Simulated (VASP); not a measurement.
A run of VASP 6.6.1:

INCAR

```
PREC     = Accurate       # precision mode
ENCUT    = 520            # plane-wave cutoff, eV
EDIFF    = 1E-7           # SCF threshold, eV
ISMEAR   = 0              # smearing method
SIGMA    = 0.1            # smearing width, eV
LREAL    = F              # projectors in reciprocal space
LASPH    = T              # aspherical terms in the spheres
NELM     = 80             # most SCF steps
ALGO     = Normal         # electronic algorithm
ISIF     = 2              # what is computed and relaxed
LWAVE    = F              # write WAVECAR
LCHARG   = T              # write CHGCAR
GGA      = PS             # functional
LELF     = T              # ELF
LVHAR    = T            
NBANDS   = 16             # bands
```

KPOINTS

```
Automatic mesh
0
Gamma
  16 16 16
```

File POSCAR:

```
ZrS
1.0
    0.0000000000      2.6250000000      2.6250000000
    2.6250000000      0.0000000000      2.6250000000
    2.6250000000      2.6250000000      0.0000000000
Zr S
1 1
Direct
    0.0000000000      0.0000000000      0.0000000000
    0.5000000000      0.5000000000      0.5000000000
```

Potentials or basis: VASP PAW PBE potentials, release 64 (Zr_sv, S).

Run with:

```console
$ cat potpaw_PBE.64/Zr_sv/POTCAR potpaw_PBE.64/S/POTCAR > POTCAR
$ mpirun -np 1 vasp_std > vasp.out
```

Hardware: 1 thread of Intel(R) Xeon(R) 6975P-C (Granite Rapids) (shared host).

Task: Estimate the wall time of this run.

Result: Run time: 37 s on 1 thread of Intel(R) Xeon(R) 6975P-C (Granite Rapids), on a shared host, peak memory 0.22 GiB. Counts: scf iterations 14, k points 145.
